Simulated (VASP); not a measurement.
A run of VASP 6.6.1 is set up as follows.

POSCAR

```
HfN
1.0
    0.0000000000      2.4548220000      2.4548220000
    2.4548220000      0.0000000000      2.4548220000
    2.4548220000      2.4548220000      0.0000000000
Hf N
1 1
Direct
    0.0000000000      0.0000000000      0.0000000000
    0.2500000000      0.2500000000      0.2500000000
```

Contents of INCAR.step1:

```
SYSTEM = HfN
  ALGO = Normal
  EDIFF = 1E-5
  ENCUT = 520
  GGA = PE
  ISIF = 2
  ISMEAR = -1
  LASPH = .True.
  LREAL = .False.
  LWAVE = .True.
  NBANDS = 14
  NELM = 80
  PREC = Accurate
  SIGMA = 0.05
```

Contents of INCAR.step2:

```
SYSTEM = HfN
  AEXX = 0.25
  ALGO = Normal
  EDIFF = 1E-6
  ENCUT = 520
  ISIF = 2
  ISMEAR = -1
  ISTART = 1
  LASPH = .True.
  LCHARG = .True.
  LELF = .True.
  LHFCALC = .True.
  LMIXTAU = .True.
  LREAL = .False.
  LVHAR = .True.
  LWAVE = .False.
  METAGGA = R2SCAN
  NBANDS = 14
  NELM = 80
  PREC = Accurate
  PRECFOCK = Normal
  SIGMA = 0.05
```

The input KPOINTS:

```
k-points
0
Gamma
  5 5 5
  0 0 0
```

Potentials or basis: VASP PAW PBE potentials, release 64 (Hf_pv, N).

Launch:

```sh
$ cat potpaw_PBE.64/Hf_pv/POTCAR potpaw_PBE.64/N/POTCAR > POTCAR
$ cp INCAR.step1 INCAR
$ mpirun -np 1 vasp_std > vasp.out
$ cp INCAR.step2 INCAR
$ mpirun -np 1 vasp_std > vasp.out
```

Problem. What does it give for the band gap on the k mesh?

Solution. Zero (an odd number of electrons rules out a gap without spin polarisation).

Problem. What does it give for the pressure?

Solution. -6.1 GPa.

Caveat: the k points lie up to 0.44 Å⁻¹ apart, too coarse for converged energies and pressures of a metal; the PAW data sets were made with another functional, which shifts forces and pressure a little; spin-orbit coupling is left out, which moves the levels of the heavy elements; an odd number of electrons without spin polarisation forces a metal; a magnetic or distorted state may lie lower.
